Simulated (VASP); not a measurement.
# Mg7Fe (P-6m2) in VASP: further runs, part 2 of 2

VASP 6.6.1. Earlier steps stand in the parts before.

## 5. Single point, PBE, collinear spin, ferromagnetic start

This run uses another cell than the first one, of 19.97 Å³/atom.

INCAR

```
ALGO     = Normal         # electronic algorithm
EDIFF    = 1E-7           # SCF threshold, eV
ENCUT    = 520            # plane-wave cutoff, eV
GGA      = PE             # functional
ISIF     = 2              # what is computed and relaxed
ISMEAR   = -1             # smearing method
ISPIN    = 2              # spin polarisation
LASPH    = T              # aspherical terms in the spheres
LCHARG   = F              # write CHGCAR
LMAXMIX  = 4              # l up to which the mixer works
LORBIT   = 11             # projections on sites
LREAL    = F              # projectors in reciprocal space
LWAVE    = F              # write WAVECAR
MAGMOM   = 3 0 0 0 0 0 0 0 # initial moments
NBANDS   = 25             # bands
NELM     = 150            # most SCF steps
PREC     = Accurate       # precision mode
SIGMA    = 0.05           # smearing width, eV
```

KPOINTS

```
k-points
0
Gamma
  5 5 6
```

POSCAR

```
Mg7Fe
1.0
    6.1301789719      0.0000000000      0.0000000000
   -3.0650894860      5.3088907194      0.0000000000
    0.0000000000      0.0000000000      4.9088930000
Fe Mg
1 7
Direct
    0.0000000000      0.0000000000      0.0000000000
    0.3333333333      0.6666666667      0.5000000000
    0.8431255000      0.6862510000      0.5000000000
    0.8431255000      0.1568745000      0.5000000000
    0.3137490000      0.1568745000      0.5000000000
    0.9992970000      0.4996485000      0.0000000000
    0.5003515000      0.4996485000      0.0000000000
    0.5003515000      0.0007030000      0.0000000000
```

Potentials or basis: VASP PAW PBE potentials, release 64 (Fe, Mg).

Launch:

```bash
cat potpaw_PBE.64/Fe/POTCAR potpaw_PBE.64/Mg/POTCAR > POTCAR
mpirun -np 1 vasp_std > vasp.out
```

OUTCAR:

```text
EDIFF = 1E-7
   ENCUT = 520
   GGA = PE
   ISIF = 2
   ISMEAR = -1
   ISPIN = 2
   LASPH = T
   LORBIT = 11
   LREAL = F
   NELM = 150
   PREC = Accurate

 ion  position               nearest neighbor table
   1  0.000  0.000  0.000-   5 2.97   5 2.97   3 2.97   3 2.97   4 2.97   4 2.97   7 3.07   7 3.07
                             8 3.07   8 3.07   6 3.07   6 3.07
   2  0.333  0.667  0.500-   6 3.03   6 3.03   8 3.03   8 3.03   7 3.03   7 3.03   3 3.07   5 3.07
                             4 3.07   4 3.07   3 3.07   5 3.07
   3  0.843  0.686  0.500-   5 2.89   4 2.89   1 2.97   1 2.97   7 3.06   7 3.06   6 3.06   6 3.06
                             2 3.07   2 3.07   5 3.25   4 3.25
   4  0.843  0.157  0.500-   5 2.89   3 2.89   1 2.97   1 2.97   8 3.06   8 3.06   6 3.06   6 3.06
                             2 3.07   2 3.07   5 3.25   3 3.25
   5  0.314  0.157  0.500-   3 2.89   4 2.89   1 2.97   1 2.97   7 3.06   7 3.06   8 3.06   8 3.06
                             2 3.07   2 3.07   3 3.25   4 3.25
   6  0.999  0.500  0.000-   2 3.03   2 3.03   4 3.06   4 3.06   3 3.06   3 3.06   8 3.06   7 3.06
                             1 3.07   1 3.07   8 3.07   7 3.07
   7  0.500  0.500  0.000-   2 3.03   2 3.03   3 3.06   3 3.06   5 3.06   5 3.06   6 3.06   8 3.06
                             1 3.07   1 3.07   6 3.07   8 3.07
   8  0.500  0.001  0.000-   2 3.03   2 3.03   4 3.06   4 3.06   5 3.06   5 3.06   6 3.06   7 3.06
                             1 3.07   1 3.07   6 3.07   7 3.07

  LATTYP: Found a hexagonal cell.
 ALAT       =     6.1301789719
 C/A-ratio  =     0.8007748261

  Lattice vectors:

 A1 = (   6.1301789719,   0.0000000000,   0.0000000000)
 A2 = (  -3.0650894860,   5.3088907194,   0.0000000000)
 A3 = (   0.0000000000,   0.0000000000,   4.9088930000)

Analysis of symmetry for initial positions (statically):
=====================================================================
 Subroutine PRICEL returns:
 Original cell was already a primitive cell.

 Routine SETGRP: Setting up the symmetry group for a
 hexagonal supercell.

 Subroutine GETGRP returns: Found 12 space group operations
 (whereof 12 operations were pure point group operations)
 out of a pool of 24 trial point group operations.

The static configuration has the point symmetry D_3h.

Analysis of symmetry for dynamics (positions and initial velocities):
=====================================================================
 Subroutine PRICEL returns:
 Original cell was already a primitive cell.

 Routine SETGRP: Setting up the symmetry group for a
 hexagonal supercell.

 Subroutine GETGRP returns: Found 12 space group operations
 (whereof 12 operations were pure point group operations)
 out of a pool of 24 trial point group operations.

The dynamic configuration has the point symmetry D_3h.

Analysis of structural, dynamic, and magnetic symmetry:
=====================================================================
 Subroutine PRICEL returns:
 Original cell was already a primitive cell.

 Routine SETGRP: Setting up the symmetry group for a
 hexagonal supercell.

 Subroutine GETGRP returns: Found 12 space group operations
 (whereof 12 operations were pure point group operations)
 out of a pool of 24 trial point group operations.

The overall configuration has the point symmetry D_3h.

 Subroutine INISYM returns: Found 12 space group operations
 (whereof 12 operations are pure point group operations),
 and found     1 'primitive' translations
[... 115 lines left out ...]
   EMIN   =  10.00;   EMAX   =-10.00  energy-range for DOS
   EFERMI =   0.00;   METHOD = LEGACY
   ISMEAR =    -1;   SIGMA  =   0.05  broadening in eV -4-tet -1-fermi 0-gaus
   EFERMI_NEDOS =   21; number of points for ismear=-14 and -15
   IALGO  =     38    algorithm
   IMIX   =      4    mixing-type and parameters
     AMIX     =   0.40;   BMIX     =  1.00
     AMIX_MAG =   1.60;   BMIX_MAG =  1.00
  volume/ion in A,a.u.               =      19.97       134.76
  Fermi-wavevector in a.u.,A,eV,Ry     =   0.845400  1.597574  9.724099  0.714701
  Thomas-Fermi vector in A             =   1.960582
   LORBIT       =     11    0 simple, 1 ext, 2 COOP (PROOUT), +10 PAW based schemes
   GGA     = PE    functional components
   LHFCALC =     F    Hartree Fock is set to
   AEXX    =    0.0000 exact exchange contribution
   IVDW    =     0    specifies the selected vdW correction
   LEPSILON=     F    determine dielectric tensor
   LRPA    =     F    only Hartree local field effects (RPA)
 spin polarized calculation
  energy-cutoff  :      520.00
  volume of cell :      159.76
 maximum number of plane-waves:      4326
 NGX is ok and might be reduce to    48
   NGX = 23   NGY = 23   NGZ = 19

 number of electron      22.0000004 magnetization       2.4040575

 Free energy of the ion-electron system (eV)
  ---------------------------------------------------
  ext. energy  EPLUGINS =         0.00000000
  ---------------------------------------------------
  free energy    TOTEN  =       -17.69322375 eV

  energy without entropy =      -17.65803264  energy(sigma->0) =      -17.67562819

 E-fermi :   3.0941     XC(G=0):  -9.0833

 val. band max:        3.0777237043   @ k =   0.2000   0.2000   0.5000
 cond. band min:       3.1040162369   @ k =   0.4000   0.2000   0.0000
 fundamental gap:      0.0262925327
 Fermi energy:         3.0941373272

 spin component 1

 k-point     1 :       0.0000    0.0000    0.0000
  band No.  band energies     occupation
      1      -4.1322      1.00000
      2       0.2040      1.00000
      3       0.3069      1.00000
      4       0.3069      1.00000
      5       0.8039      1.00000
      6       0.8039      1.00000
[... 509 lines left out ...]
     22       8.5825      0.00000
     23       8.9957      0.00000
 Fermi energy:         3.0941373272

 spin component 2

 k-point     1 :       0.0000    0.0000    0.0000
  band No.  band energies     occupation
      1      -4.1364      1.00000
      2       0.7378      1.00000
      3       0.8242      1.00000
      4       0.8242      1.00000
      5       0.9795      1.00000
      6       1.1367      1.00000
[... 509 lines left out ...]
     22       8.6632      0.00000
     23       9.1224      0.00000
 [bands above 23 left out]

------------------------ aborting loop because EDIFF is reached ----------------------------------------

  FORCE on cell =-STRESS in cart. coord.  units (eV):
  Direction    XX          YY          ZZ          XY          YZ          ZX
  --------------------------------------------------------------------------------------
  -------------------------------------------------------------------------------------
  Total        1.5830480      1.5830480      1.1160588     -0.0000000     -0.0000000      0.0000000
  in kB       15.8761120     15.8761120     11.1927591     -0.0000000     -0.0000000      0.0000000
  external PRESSURE =      14.3149944 kB  Pullay stress =       0.0000000 kB

 VOLUME and BASIS-vectors are now :
 -----------------------------------------------------------------------------
  energy-cutoff  :      520.00
  volume of cell :      159.76
      direct lattice vectors                 reciprocal lattice vectors
     6.130178972  0.000000000  0.000000000     0.163127374  0.094181633  0.000000000
    -3.065089486  5.308890719  0.000000000     0.000000000  0.188363267  0.000000000
     0.000000000  0.000000000  4.908893000     0.000000000  0.000000000  0.203711916

 POSITION                                       TOTAL-FORCE (eV/Angst)
 -----------------------------------------------------------------------------------
      0.00000      0.00000      0.00000        -0.000000      0.000000     -0.000000
     -0.00000      3.53926      2.45445         0.000000      0.000000     -0.000000
      3.06509      3.64323      2.45445         0.000000     -0.153751      0.000000
      4.68768      0.83283      2.45445        -0.133152      0.076875      0.000000
      1.44250      0.83283      2.45445         0.133152      0.076875      0.000000
      4.59440      2.65258      0.00000        -0.003301     -0.001906     -0.000000
      1.53578      2.65258      0.00000         0.003301     -0.001906     -0.000000
      3.06509      0.00373      0.00000        -0.000000      0.003812     -0.000000
 -----------------------------------------------------------------------------------
    total drift:                                0.000000     -0.000000      0.000000

  FREE ENERGIE OF THE ION-ELECTRON SYSTEM (eV)
  ---------------------------------------------------
  free  energy   TOTEN  =       -17.6932237451 eV

  energy  without entropy=      -17.6580326440  energy(sigma->0) =      -17.67562819

 total charge

# of ion       s       p       d       tot
------------------------------------------
    1        0.372   0.253   6.150   6.776
    2        0.221   0.148   0.015   0.384
    3        0.213   0.147   0.016   0.376
    4        0.213   0.147   0.016   0.376
    5        0.213   0.147   0.016   0.376
    6        0.207   0.147   0.015   0.369
    7        0.207   0.147   0.015   0.369
    8        0.207   0.147   0.015   0.369
--------------------------------------------------
tot          1.852   1.286   6.256   9.394

 magnetization (x)

# of ion       s       p       d       tot
------------------------------------------
    1        0.030   0.016   2.562   2.607
    2        0.005   0.010  -0.001   0.014
    3       -0.007  -0.003  -0.001  -0.011
    4       -0.007  -0.003  -0.001  -0.011
    5       -0.007  -0.003  -0.001  -0.011
    6       -0.005  -0.007  -0.001  -0.013
    7       -0.005  -0.007  -0.001  -0.013
    8       -0.005  -0.007  -0.001  -0.013
--------------------------------------------------
tot         -0.002  -0.005   2.556   2.549
```

Wall time 1.9 min (1 thread of Intel Xeon 6975P-C (Granite Rapids), shared host); peak memory 0.43 GiB.

What came out:

* Free energy: -17.6932 eV
* Pressure: 1.4 GPa
* Largest force: 0.154 eV/Å
* Net moment: 2.40 μB per cell
* Site moments: Fe +2.61; Mg +0.01, -0.01 (each value once) μB
* Valence electrons inside the program's atomic spheres: Fe 6.78; Mg 0.38, 0.37 (each value once)

Forces on the atoms (eV/Å):
```
Fe   0.000  0.000  0.000
Mg   0.000  0.000  0.000
Mg   0.000 -0.154  0.000
Mg  -0.133  0.077  0.000
Mg   0.133  0.077  0.000
Mg  -0.003 -0.002  0.000
Mg   0.003 -0.002  0.000
Mg   0.000  0.004  0.000
```

Stress tensor (GPa, compression positive):
```
1.59 0.00 0.00
0.00 1.59 0.00
0.00 0.00 1.12
```

## 6. The runs side by side

| cell | gap on the mesh (eV) | pressure (GPa) | moment (μB) | largest force (eV/Å) |
| --- | --- | --- | --- | --- |
| a = 6.005, b = 6.005, c = 4.809 Å, angles 90.0, 90.0, 120.0°, 8 atoms | none | 4.8 | 2.31 | 0.21 |
| a = 6.047, b = 6.047, c = 4.843 Å, angles 90.0, 90.0, 120.0°, 8 atoms | none | 3.6 | 2.34 | 0.19 |
| a = 6.089, b = 6.089, c = 4.876 Å, angles 90.0, 90.0, 120.0°, 8 atoms | none | 2.4 | 2.38 | 0.17 |
| a = 6.130, b = 6.130, c = 4.909 Å, angles 90.0, 90.0, 120.0°, 8 atoms | none | 1.4 | 2.40 | 0.15 |

Alike in all rows: task single point; level PBE; potentials or basis VASP PAW PBE potentials, release 64 (Fe, Mg); spin collinear, ferromagnetic start; k mesh 5 × 5 × 6; cutoff (eV) 520; smearing fermi-dirac 0.05 eV.

Caveats: the cell stands under pressure (at least some runs).

Absolute energies hang on the potentials; compare differences alone.

The gap in the log of VASP goes by the Fermi energy; the results here count the filled bands.